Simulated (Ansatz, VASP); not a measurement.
Hf2TaN2: VASP beside Ansatz

Contents of INCAR:

```
SYSTEM = Hf2TaN2
PREC     = Accurate       ! precision mode
ENCUT    = 520            ! plane-wave cutoff, eV
EDIFF    = 1E-7           ! SCF threshold, eV
ISMEAR   = 0              ! smearing method
SIGMA    = 0.1            ! smearing width, eV
LREAL    = .False.        ! projectors in reciprocal space
LASPH    = .True.         ! aspherical terms in the spheres
NELM     = 150            ! most SCF steps
ALGO     = Normal         ! electronic algorithm
ISIF     = 2              ! what is computed and relaxed
LWAVE    = .False.        ! write WAVECAR
LCHARG   = .False.        ! write CHGCAR
ISPIN    = 2              ! spin polarisation
MAGMOM   = 0 0 1 0 0      ! initial moments
LORBIT   = 11             ! projections on sites
LMAXMIX  = 4              ! l up to which the mixer works
GGA      = PE             ! functional
NBANDS   = 32             ! bands
```

KPOINTS

```
regular mesh
0
Gamma
  6 6 4
  0 0 0
```

The input POSCAR:

```
Hf2TaN2
1.0
    4.5400050500      0.0000000000      0.0000000000
   -2.2700025200      3.9317597000      0.0000000000
    0.0000000000      0.0000000000      4.1314351300
Hf Ta N
2 1 2
Direct
    0.3333333300      0.6666666700      0.5000000000
    0.6666666700      0.3333333300      0.5000000000
    0.0000000000      0.0000000000      0.0000000000
    0.3333333300      0.6666666700      0.0000000000
    0.6666666700      0.3333333300      0.0000000000
```

Input for Ansatz:

```yaml
crystal:
  lattice:
    - [4.54000505, 0.0, 0.0]
    - [-2.27000252, 3.9317597, 0.0]
    - [0.0, 0.0, 4.13143513]
  atoms:
    - { symbol: Hf, position: [0.33333333, 0.66666667, 0.5] }
    - { symbol: Hf, position: [0.66666667, 0.33333333, 0.5] }
    - { symbol: Ta, position: [0.0, 0.0, 0.0], spin: 1.0 }
    - { symbol: "N", position: [0.33333333, 0.66666667, 0.0] }
    - { symbol: "N", position: [0.66666667, 0.33333333, 0.0] }
basis:
  ecutwfc: 420
kpoints:
  mp_grid: { grid: [6, 6, 4] }
hamiltonian:
  xc: pbe
scf:
  occupations: { method: gaussian, width: 0.1 }
  lower_state_search: "off"
output:
  forces: true
  stress: true
  eigenvalues: true
  populations: true
magnetization:
  spin_polarized: true
```

Alike in both runs: task single point; functional PBE; k mesh 6 × 6 × 4; occupations gaussian, width 0.1 eV; collinear spin.

|  | VASP | Ansatz |
| --- | --- | --- |
| version | VASP 6.6.1 | Ansatz 0.2.0 |
| potentials or method | VASP PAW PBE potentials, release 64 (Hf_pv, Ta_pv, N), cutoff 520 eV | scalar-relativistic, plane waves, PAW |
| valence electrons in the cell | 41 | 75 |

VASP gave:

- gap on the k mesh at the Fermi level (eV): none
- pressure (GPa): 2.0
- traceless stress, the component that is largest in VASP (GPa): -8.50
- net moment per atom (μB): 0.00

**Question.** Estimate Ansatz's values.

**Answer.** gap on the k mesh at the Fermi level (eV): none; pressure (GPa): 2.3; traceless stress, the component that is largest in VASP (GPa): -8.49; net moment per atom (μB): 0.00.

A gap of «none» marks a metal or a gap that the smearing closes. The functional is the same, so the differences come from potentials, cutoffs and numerics. VASP's potentials hold 41 valence electrons a cell and Ansatz's 75, so a difference there can come from the potentials and not from the codes. Ansatz's warnings: seeded moment not kept.

The k mesh is coarse, so the values compare programs but aren't converged. Spin-orbit coupling is off throughout.
